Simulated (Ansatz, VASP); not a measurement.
# ZrC in VASP and in Ansatz

Contents of INCAR:

```
PREC     = Accurate       # precision mode
ENCUT    = 520            # plane-wave cutoff, eV
EDIFF    = 1E-6           # SCF threshold, eV
ISMEAR   = -1             # smearing method
SIGMA    = 0.05           # smearing width, eV
LREAL    = F              # projectors in reciprocal space
LASPH    = T              # aspherical terms in the spheres
NELM     = 80             # most SCF steps
ALGO     = Normal         # electronic algorithm
ISIF     = 2              # what is computed and relaxed
LWAVE    = F              # write WAVECAR
LCHARG   = F              # write CHGCAR
GGA      = PS             # functional
NBANDS   = 15             # bands
```

KPOINTS

```
Automatic mesh
0
Gamma
  15 15 15
```

File POSCAR:

```
ZrC
1.0
    0.0000000000      2.3502100000      2.3737121000
    2.3502100000      0.0000000000      2.3737121000
    2.3502100000      2.3502100000      0.0000000000
Zr C
1 1
Direct
    0.5000000000      0.5000000000      0.5000000000
    0.0000000000      0.0000000000      0.0000000000
```

Input for Ansatz:

```yaml
crystal:
  lattice:
    - [0.0, 2.35021, 2.3737121]
    - [2.35021, 0.0, 2.3737121]
    - [2.35021, 2.35021, 0.0]
  atoms:
    - { symbol: Zr, position: [0.5, 0.5, 0.5] }
    - { symbol: C, position: [0.0, 0.0, 0.0] }
kpoints:
  mp_grid: { grid: [15, 15, 15] }
  band_path:
    path:
      - [0.0, 0.0, 0.0]
      - [0.0, 0.5, 0.5]
      - [0.25, 0.75, 0.5]
      - [0.0, 0.5, 0.0]
      - [0.0, 0.0, 0.0]
      - [0.5, 0.5, 0.0]
      - [0.3725370062, 0.6274629938, 0.0]
      - [-0.3725370062, 0.3725370062, 0.0]
      - [0.0, 0.0, 0.0]
    npoints: 5
scf:
  occupations: { method: fermi_dirac, width: 0.05 }
hamiltonian:
  xc: pbesol
  pseudopotentials: { kind: all_electron, lapw: { basis_error: 0.0005 } }
output:
  forces: true
  stress: true
  eigenvalues: true
```

Change from the starting cell: zz strain of +1 %.

Alike in both runs: task single point; functional PBEsol; k mesh 15 × 15 × 15; occupations fermi-dirac, width 0.05 eV; no spin polarisation.

|  | VASP | Ansatz |
| --- | --- | --- |
| version | VASP 6.6.1 | Ansatz 0.2.0 |
| potentials or method | VASP PAW PBE potentials, release 64 (Zr_sv, C), cutoff 520 eV | all-electron LAPW, scalar-relativistic |

VASP gave:

* pressure (GPa): -6.3
* traceless stress, the component that is largest in VASP (GPa): -2.23

Q: What did Ansatz give for the same quantities?

A: Pressure (GPa): -6.6; traceless stress, the component that is largest in VASP (GPa): -2.21.

VASP's potentials were made for PBE, not for PBEsol. Ansatz ran all-electron here, and VASP with PAW potentials.
